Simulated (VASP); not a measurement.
# NaH (rocksalt type) (Fm-3m) in VASP: relaxation of cell and atoms with PBE

Aim: the relaxation of cell and atoms of NaH (rocksalt type) with PBE.

All numbers are computed with VASP 6.6.1; they aren't measurements. Logs are shortened: lines on timing, memory, paths and dates and some standing lists are left out, and cuts for length are marked.

## Step 1: The cell of the first run

It takes space group Fm-3m (No. 225, cubic). Conventional cell: a = 4.535 Å, b = 4.535 Å, c = 4.535 Å, α = 90.00°, β = 90.00°, γ = 90.00°. Na (site symmetry m-3m) has 6 H at 2.27 Å within 3.0 Å. Within 3.0 Å of H (site symmetry m-3m) lie 6 Na at 2.27 Å.

## Step 2: Relaxation of cell and atoms, PBE

File INCAR:

```
SYSTEM = NaH
PREC = Accurate ; ENCUT = 600
EDIFF = 1E-6 ; ISMEAR = -1
SIGMA = 0.08 ; LREAL = .FALSE.
LASPH = .TRUE. ; NELM = 60
ALGO = Normal ; ISIF = 3
LWAVE = .FALSE. ; LCHARG = .FALSE.
GGA = PE ; IBRION = 2
NSW = 100 ; EDIFFG = -0.005
```

File KPOINTS:

```
regular mesh
0
G
  12 12 12
  0 0 0
```

File POSCAR:

```
NaH
1.0
    0.0000000000      2.2675933852      2.2675933852
    2.2675933852      0.0000000000      2.2675933852
    2.2675933852      2.2675933852      0.0000000000
Na H
1 1
Direct
    0.0000000000      0.0000000000      0.0000000000
    0.5000000000      0.5000000000      0.5000000000
```

Potentials or basis: VASP PAW PBE potentials, release 64 (Na_pv, H).

Launch:

```bash
cat potpaw_PBE.64/Na_pv/POTCAR potpaw_PBE.64/H/POTCAR > POTCAR
mpirun -np 1 vasp_std > vasp.out
```

OUTCAR:

```text
SYSTEM = NaH
   PREC = Accurate
   ENCUT = 600
   EDIFF = 1E-6
   ISMEAR = -1
   LREAL = .FALSE.
   LASPH = .TRUE.
   NELM = 60
   ISIF = 3
   GGA = PE
   IBRION = 2
   NSW = 100
   EDIFFG = -0.005

 ion  position               nearest neighbor table
   1  0.000  0.000  0.000-
   2  0.500  0.500  0.500-

  LATTYP: Found a face centered cubic cell.
 ALAT       =     4.5351867704

  Lattice vectors:

 A1 = (   0.0000000000,   2.2675933852,   2.2675933852)
 A2 = (   2.2675933852,   0.0000000000,   2.2675933852)
 A3 = (   2.2675933852,   2.2675933852,   0.0000000000)

Analysis of symmetry for initial positions (statically):
=====================================================================
 Subroutine PRICEL returns:
 Original cell was already a primitive cell.

 Routine SETGRP: Setting up the symmetry group for a
 face centered cubic supercell.

 Subroutine GETGRP returns: Found 48 space group operations
 (whereof 48 operations were pure point group operations)
 out of a pool of 48 trial point group operations.

The static configuration has the point symmetry O_h .

Analysis of symmetry for dynamics (positions and initial velocities):
=====================================================================
 Subroutine PRICEL returns:
 Original cell was already a primitive cell.

 Routine SETGRP: Setting up the symmetry group for a
 face centered cubic supercell.

 Subroutine GETGRP returns: Found 48 space group operations
 (whereof 48 operations were pure point group operations)
 out of a pool of 48 trial point group operations.

The dynamic configuration has the point symmetry O_h .

 Subroutine INISYM returns: Found 48 space group operations
 (whereof 48 operations are pure point group operations),
 and found     1 'primitive' translations

----------------------------------------------------------------------------------------

                                     Primitive cell

  volume of cell :      23.3198

  direct lattice vectors                    reciprocal lattice vectors
     0.000000000  2.267593385  2.267593385    -0.220498085  0.220498085  0.220498085
     2.267593385  0.000000000  2.267593385     0.220498085 -0.220498085  0.220498085
     2.267593385  2.267593385  0.000000000     0.220498085  0.220498085 -0.220498085

  length of vectors
     3.206861319  3.206861319  3.206861319     0.381913887  0.381913887  0.381913887

  position of ions in fractional coordinates (direct lattice)
     0.000000000  0.000000000  0.000000000
     0.500000000  0.500000000  0.500000000

  ion indices of the primitive-cell ions
   primitive index   ion index
                 1           1
                 2           2

----------------------------------------------------------------------------------------

 KPOINTS: regular mesh

Automatic generation of k-mesh.
 Grid dimensions read from file:
 generate k-points for:   12   12   12

 Generating k-lattice:

  Cartesian coordinates                     Fractional coordinates (reciprocal lattice)
    -0.018374840  0.018374840  0.018374840     0.083333333  0.000000000  0.000000000
     0.018374840 -0.018374840  0.018374840     0.000000000  0.083333333  0.000000000
     0.018374840  0.018374840 -0.018374840     0.000000000  0.000000000  0.083333333

  Length of vectors
     0.031826157  0.031826157  0.031826157

  Shift w.r.t. Gamma in fractional coordinates (k-lattice)
     0.000000000  0.000000000  0.000000000

 Subroutine IBZKPT returns following result:
 ===========================================

 Found     72 irreducible k-points:

 Following reciprocal coordinates:
            Coordinates               Weight
  0.000000  0.000000  0.000000      1.000000
  0.083333  0.000000  0.000000      8.000000
  0.166667  0.000000  0.000000      8.000000
  0.250000  0.000000  0.000000      8.000000
  0.333333  0.000000  0.000000      8.000000
  0.416667  0.000000  0.000000      8.000000
[... 16 lines left out ...]
  0.500000  0.166667  0.000000     24.000000
 -0.416667  0.166667  0.000000     24.000000
 [... further k-points ...]
   k-points           NKPTS =     72   k-points in BZ     NKDIM =     72   number of bands    NBANDS=      8
   number of dos      NEDOS =    301   number of ions     NIONS =      2
   total plane-waves  NPLWV =  21952
   dimension x,y,z NGX =    28 NGY =   28 NGZ =   28
   dimension x,y,z NGXF=    56 NGYF=   56 NGZF=   56
   ions per type =               1   1
   NGX,Y,Z   is equivalent  to a cutoff of  14.52, 14.52, 14.52 a.u.
   NGXF,Y,Z  is equivalent  to a cutoff of  29.03, 29.03, 29.03 a.u.
 SYSTEM =  NaH
   PREC   = accura    normal or accurate (medium, high low for compatibility)
   ISTART =      0    job   : 0-new  1-cont  2-samecut
   ICHARG =      2    charge: 1-file 2-atom 10-const
   ISPIN  =      1    spin polarized calculation?
   LNONCOLLINEAR =      F non collinear calculations
   LSORBIT =      F    spin-orbit coupling
   LASPH  =      T    aspherical Exc in radial PAW
   ENCUT  =  600.0 eV  44.10 Ry    6.64 a.u.   6.40  6.40  6.40*2*pi/ulx,y,z
   NELM   =     60;   NELMIN=  2; NELMDL= -5     # of ELM steps
   EDIFF  = 0.1E-05   stopping-criterion for ELM
   LREAL  =      F    real-space projection
   EDIFFG = -.5E-02   stopping-criterion for IOM
   NSW    =    100    number of steps for IOM
   IBRION =      2    ionic relax: 0-MD 1-quasi-New 2-CG
   NFREE  =      1    steps in history (QN), initial steepest desc. (CG)
   ISIF   =      3    stress and relaxation
   ISYM   =      2    0-nonsym 1-usesym 2-fastsym
   POTIM  = 0.5000    time-step for ionic-motion
   TEBEG  =    0.0;   TEEND  =   0.0 temperature during run
   PSTRESS=    0.0 pullay stress
   NELECT =       8.0000    total number of electrons
   NUPDOWN=      -1.0000    fix difference up-down
   EMIN   =  10.00;   EMAX   =-10.00  energy-range for DOS
   EFERMI =   0.00;   METHOD = LEGACY
   ISMEAR =    -1;   SIGMA  =   0.08  broadening in eV -4-tet -1-fermi 0-gaus
   EFERMI_NEDOS =   21; number of points for ismear=-14 and -15
   IALGO  =     38    algorithm
   IMIX   =      4    mixing-type and parameters
     AMIX     =   0.40;   BMIX     =  1.00
     AMIX_MAG =   1.60;   BMIX_MAG =  1.00
  volume/ion in A,a.u.               =      11.66        78.69
  Fermi-wavevector in a.u.,A,eV,Ry     =   1.146031  2.165684 17.869711  1.313387
  Thomas-Fermi vector in A             =   2.282717
   LORBIT       =      0    0 simple, 1 ext, 2 COOP (PROOUT), +10 PAW based schemes
   GGA     = PE    functional components
   LHFCALC =     F    Hartree Fock is set to
   AEXX    =    0.0000 exact exchange contribution
   IVDW    =     0    specifies the selected vdW correction
   LEPSILON=     F    determine dielectric tensor
   LRPA    =     F    only Hartree local field effects (RPA)
 conjugate gradient relaxation of ions
 non-spin polarized calculation
  energy-cutoff  :      600.00
  volume of cell :       23.32
 maximum number of plane-waves:       794
 NGX is ok and might be reduce to    28
   NGX = 13   NGY = 13   NGZ = 13

--------------------------------------- Ionic step        1  -------------------------------------------

 number of electron       7.9999995 magnetization

 Free energy of the ion-electron system (eV)
  ---------------------------------------------------
  ext. energy  EPLUGINS =         0.00000000
  ---------------------------------------------------
  free energy    TOTEN  =        -5.00371690 eV

  energy without entropy =       -5.00371690  energy(sigma->0) =       -5.00371690

------------------------ aborting loop because EDIFF is reached ----------------------------------------

  FORCE on cell =-STRESS in cart. coord.  units (eV):
  Direction    XX          YY          ZZ          XY          YZ          ZX
  --------------------------------------------------------------------------------------
  -------------------------------------------------------------------------------------
  Total        0.9241725      0.9241725      0.9241725     -0.0000000      0.0000000     -0.0000000
  in kB       63.4947882     63.4947882     63.4947882     -0.0000000      0.0000000     -0.0000000
  external PRESSURE =      63.4947882 kB  Pullay stress =       0.0000000 kB

 VOLUME and BASIS-vectors are now :
 -----------------------------------------------------------------------------
  energy-cutoff  :      600.00
  volume of cell :       23.32
      direct lattice vectors                 reciprocal lattice vectors
     0.000000000  2.267593385  2.267593385    -0.220498085  0.220498085  0.220498085
     2.267593385  0.000000000  2.267593385     0.220498085 -0.220498085  0.220498085
     2.267593385  2.267593385  0.000000000     0.220498085  0.220498085 -0.220498085
[... 73 lines left out ...]
 POSITION                                       TOTAL-FORCE (eV/Angst)
 -----------------------------------------------------------------------------------
      0.00000      0.00000      0.00000        -0.000000      0.000000     -0.000000
      2.40078      2.40078      2.40078         0.000000     -0.000000      0.000000
 -----------------------------------------------------------------------------------
    total drift:                               -0.000000     -0.000000     -0.000000

  FREE ENERGIE OF THE ION-ELECTRON SYSTEM (eV)
  ---------------------------------------------------
  free  energy   TOTEN  =        -5.0860192236 eV

  energy  without entropy=       -5.0860192236  energy(sigma->0) =       -5.08601922

--------------------------------------- Ionic step        4  -------------------------------------------

 number of electron       7.9999999 magnetization

 Free energy of the ion-electron system (eV)
  ---------------------------------------------------
  ext. energy  EPLUGINS =         0.00000000
  ---------------------------------------------------
  free energy    TOTEN  =        -5.08670326 eV

  energy without entropy =       -5.08670326  energy(sigma->0) =       -5.08670326

 E-fermi :   0.6372     XC(G=0):  -7.7684

 val. band max:       -1.1151050333   @ k =  -0.2500   0.5000   0.2500
 cond. band min:       2.6445657130   @ k =   0.5000   0.0000   0.0000
 fundamental gap:      3.7596707463
 Fermi energy:         0.6372235252

 k-point     1 :       0.0000    0.0000    0.0000
  band No.  band energies     occupation
      1     -23.2183      2.00000
      2     -23.2183      2.00000
      3     -23.2183      2.00000
      4      -4.7313      2.00000
      5       9.2995      0.00000
      6      14.4840      0.00000
      7      14.4840      0.00000
      8      14.4840      0.00000

 k-point     2 :       0.0833    0.0000    0.0000
  band No.  band energies     occupation
      1     -23.2247      2.00000
      2     -23.2191      2.00000
      3     -23.2191      2.00000
      4      -4.6114      2.00000
      5       8.9108      0.00000
      6      12.7172      0.00000
      7      13.9932      0.00000
      8      13.9932      0.00000
[... 221 lines left out ...]
 k-point    23 :       0.5000    0.1667    0.0000
  band No.  band energies     occupation
      1     -23.3012      2.00000
      2     -23.2427      2.00000
      3     -23.2347      2.00000
      4      -1.8778      2.00000
      5       3.3217      0.00000
      6       7.6156      0.00000
      7      11.1156      0.00000
      8      12.3220      0.00000

 k-point    24 :      -0.4167    0.1667    0.0000
  band No.  band energies     occupation
      1     -23.3021      2.00000
      2     -23.2457      2.00000
      3     -23.2328      2.00000
      4      -1.7755      2.00000
      5       3.1767      0.00000
      6       7.3699      0.00000
      7      11.4464      0.00000
      8      12.3295      0.00000

 [... further k-points ...]

------------------------ aborting loop because EDIFF is reached ----------------------------------------

  FORCE on cell =-STRESS in cart. coord.  units (eV):
  Direction    XX          YY          ZZ          XY          YZ          ZX
  --------------------------------------------------------------------------------------
  -------------------------------------------------------------------------------------
  Total       -0.0051228     -0.0051228     -0.0051228      0.0000000      0.0000000     -0.0000000
  in kB       -0.2907794     -0.2907794     -0.2907794      0.0000000      0.0000000     -0.0000000
  external PRESSURE =      -0.2907794 kB  Pullay stress =       0.0000000 kB

 VOLUME and BASIS-vectors are now :
 -----------------------------------------------------------------------------
  energy-cutoff  :      600.00
  volume of cell :       28.23
      direct lattice vectors                 reciprocal lattice vectors
    -0.000000000  2.416617156  2.416617156    -0.206900791  0.206900791  0.206900791
     2.416617156  0.000000000  2.416617156     0.206900791 -0.206900791  0.206900791
     2.416617156  2.416617156 -0.000000000     0.206900791  0.206900791 -0.206900791

 POSITION                                       TOTAL-FORCE (eV/Angst)
 -----------------------------------------------------------------------------------
     -0.00000      2.41662      2.41662         0.000000     -0.000000     -0.000000
      2.41662      2.41662      2.41662        -0.000000      0.000000      0.000000
 -----------------------------------------------------------------------------------
    total drift:                               -0.000000     -0.000000      0.000000

  FREE ENERGIE OF THE ION-ELECTRON SYSTEM (eV)
  ---------------------------------------------------
  free  energy   TOTEN  =        -5.0867032634 eV

  energy  without entropy=       -5.0867032633  energy(sigma->0) =       -5.08670326

 reached required accuracy - stopping structural energy minimisation
```

Wall time 19 s (1 thread of Intel Xeon 6975P-C (Granite Rapids), shared host); peak memory 0.16 GiB.

Results:

```yaml
Free_energy: -5.0867 eV
Relaxed_volume: 14.11 Å³/atom
Relaxed_cell: a = 3.418 Å, b = 3.418 Å, c = 3.418 Å, α = 60.00°, β = 60.00°, γ = 60.00°
Space_group_after_relaxing_to_0.05_Å: Fm-3m (No. 225)
Energy_gained_by_relaxing: 41.5 meV/atom
Ionic_steps: 4
Pressure_after_relaxing: 0.0 GPa
Band_gap_on_the_k_mesh: 3.76 eV, indirect (least direct gap 4.62 eV)
```

Step by step:
```tsv
step	energy change (eV)	largest force (eV/Å)	pressure (GPa)	volume (Å³)
1	0.0000	0.0000	6.35	23.32
2	-0.0491	0.0000	3.69	24.91
3	-0.0823	0.0000	0.53	27.67
4	-0.0830	0.0000	-0.03	28.23
```

Final structure:
```
CELL_PARAMETERS angstrom
0.00000 2.41662 2.41662
2.41662 0.00000 2.41662
2.41662 2.41662 0.00000
ATOMIC_POSITIONS crystal
Na 0.00000 0.00000 0.00000
H 0.50000 0.50000 0.50000
```

Levels at points of the mesh, in eV from the valence-band top:
```csv
k point,band 2,band 3,band 4,band 5,band 6,band 7
"(0.00, 0.00, 0.00)",-22.10,-22.10,-3.62,10.41,15.60,15.60
"(0.50, 0.00, 0.00)",-22.11,-22.11,-0.86,3.76,10.78,13.38
"(0.50, 0.50, 0.00)",-22.13,-22.13,-0.18,4.64,10.03,10.67
```

Caveat: the volume moved by over 15 % at a fixed basis, so the end points are rough.
